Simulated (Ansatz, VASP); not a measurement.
**AlRu: VASP beside Ansatz**

```
Al Ru
1.0
     3.00408    0.00000    0.00000
     0.00000    3.13927    0.00000
     0.00000    0.00000    3.00408
Al Ru
1 1
Cartesian
  0.0000 0.0000 0.0000
  1.5020 1.5696 1.5020
```

Change from the starting cell: strain +0.0450 x Voigt [0, 1, 0, 0, 0, 0], atoms carried along.

Alike in both runs: task single point; functional PBE; k mesh 20 × 20 × 20; occupations gaussian, width 0.15 eV; no spin polarisation.

|  | VASP | Ansatz |
| --- | --- | --- |
| version | VASP 6.6.1 | Ansatz 0.2.0 |
| potentials or method | VASP PAW PBE potentials, release 64 (Al, Ru_pv), cutoff 520 eV | scalar-relativistic, plane waves, PAW |
| valence electrons in the cell | 17 | 19 |

VASP gave:

```
gap on the k mesh at the Fermi level (eV)                     : none
pressure (GPa)                                                : -8.0
traceless stress, the component that is largest in VASP (GPa) : -4.20
```

Question: What did Ansatz give for the same quantities?

Answer: gap on the k mesh at the Fermi level (eV): none; pressure (GPa): -7.9; traceless stress, the component that is largest in VASP (GPa): -4.19.

A gap of «none» marks a metal or a gap that the smearing closes. VASP's potentials hold 17 valence electrons a cell and Ansatz's 19, so a difference there can come from the potentials and not from the codes.
